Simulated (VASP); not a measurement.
The system is Al3Au.

```
CELL_PARAMETERS angstrom
-2.02533 2.02533 4.05660
2.02533 -2.02533 4.05660
2.02533 2.02533 -4.05660
ATOMIC_POSITIONS crystal
Au 0.00000 0.00000 0.00000
Al 0.50000 0.50000 0.00000
Al 0.25000 0.75000 0.50000
Al 0.75000 0.25000 0.50000
```

Base run:

```yaml
Program: VASP 6.6.1
Functional: LDA
Potentials_or_basis: VASP PAW LDA potentials, release 64 (Au, Al)
Cutoff: 520 eV
k_mesh: 9 × 9 × 9
Occupations: fermi-dirac, width 0.05 eV
Spin: no spin polarisation
```

Its results: band gap on the k mesh zero (bands 10 and 11 overlap by 3.19 eV); pressure -4.8 GPa.

Q: The run is repeated on the same cell with these changes: functional from LDA to r2SCAN; potentials or basis from VASP PAW LDA potentials, release 64 (Au, Al) to VASP PAW PBE potentials, release 64 (Au, Al). What comes out?

A: Band gap on the k mesh zero (bands 10 and 11 overlap by 3.29 eV); pressure -3.2 GPa.

Caveats: the cell stands under tension; spin-orbit coupling is left out, which moves the levels of the heavy elements; the PAW data sets were made with another functional, which shifts forces and pressure a little (at least some runs).
